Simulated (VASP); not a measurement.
A run of VASP 6.6.1:

File INCAR:

```
SYSTEM = BaTiO3
PREC = Accurate
ENCUT = 600
EDIFF = 1E-7
ISMEAR = 0
SIGMA = 0.02
LREAL = .False.
LASPH = .True.
NELM = 150
ALGO = Normal
ISIF = 3
LWAVE = .False.
LCHARG = .False.
LMAXMIX = 4
LDAU = .True.
LDAUTYPE = 2
LDAUL = -1 2 -1
LDAUU = 0 4 0
LDAUJ = 0 0 0
LDAUPRINT = 1
GGA = PE
IBRION = 2
NSW = 70
EDIFFG = -0.008
PSTRESS = 500.0
```

Contents of KPOINTS:

```
regular mesh
0
Gamma
  8 8 8
  0 0 0
```

File POSCAR:

```
BaTiO3
1.0
    3.7703303021      0.0000000000      0.0000000000
    0.0000000000      3.7703303021      0.0000000000
    0.0000000000      0.0000000000      3.7703303021
Ba Ti O
1 1 3
Direct
    0.5000000000      0.5000000000      0.5719993980
    0.0000000000      0.0000000000      0.0719993980
    0.0000000000      0.5000000000      0.0719993980
    0.5000000000      0.0000000000      0.0719993980
    0.0000000000      0.0000000000      0.5719993980
```

Potentials or basis: VASP PAW PBE potentials, release 64 (Ba_sv, Ti_sv, O).

The run is started by

```sh
$ cat potpaw_PBE.64/Ba_sv/POTCAR potpaw_PBE.64/Ti_sv/POTCAR potpaw_PBE.64/O/POTCAR > POTCAR
$ mpirun -np 1 vasp_std > vasp.out
```

Hardware: 1 thread of Intel(R) Xeon(R) 6975P-C (Granite Rapids) (shared host).

Question: Estimate the wall time of this run.

Answer: Wall time 64 s on 1 thread of Intel(R) Xeon(R) 6975P-C (Granite Rapids) (shared host), peak memory 0.21 GiB. Counts: scf iterations 41, k points 35, ion steps 3.
